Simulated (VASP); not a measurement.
Runs of VASP 6.6.1 on CeO2. The structure is that of space group Fm-3m (No. 225), or close to it. The cells are those of the table. 

```tsv
task	cell	cutoff (eV)	gap on the mesh (eV)	pressure (GPa)
single point	a = 3.864 Å, angles 60.0°, 3 atoms	520	1.86	0.1
single point	a = 3.785 Å, angles 60.0°, 3 atoms	520	2.05	(a)
single point	a = 3.744 Å, angles 60.0°, 3 atoms	520	2.14	20.2
single point	a = 3.976 Å, angles 60.0°, 3 atoms	520	1.63	-12.4
single point	a = 3.940 Å, angles 60.0°, 3 atoms	520	(b)	(d)
relaxation of cell and atoms	relaxed from a = 3.879 Å, angles 60.0°, 3 atoms	600	1.87	0.0
single point	a = 3.825 Å, angles 60.0°, 3 atoms	520	(c)	5.6
single point	a = 3.902 Å, angles 60.0°, 3 atoms	520	1.78	-4.8
```

Alike in all rows: level PBE; potentials or basis VASP PAW PBE potentials, release 64 (Ce, O); no spin polarisation; k mesh 8 × 8 × 8; smearing gaussian 0.02 eV.

Task: Estimate the missing entries.

Result: (a) 12.3; (b) 1.70; (c) 1.95; (d) -8.8.

Caveats: spin-orbit coupling is left out, which moves the levels of the heavy elements; the cell stands under pressure (at least some runs); the cell stands under tension (at least some runs).

A k mesh can miss the band edges, and the runs leave out spin-orbit coupling on Ce.
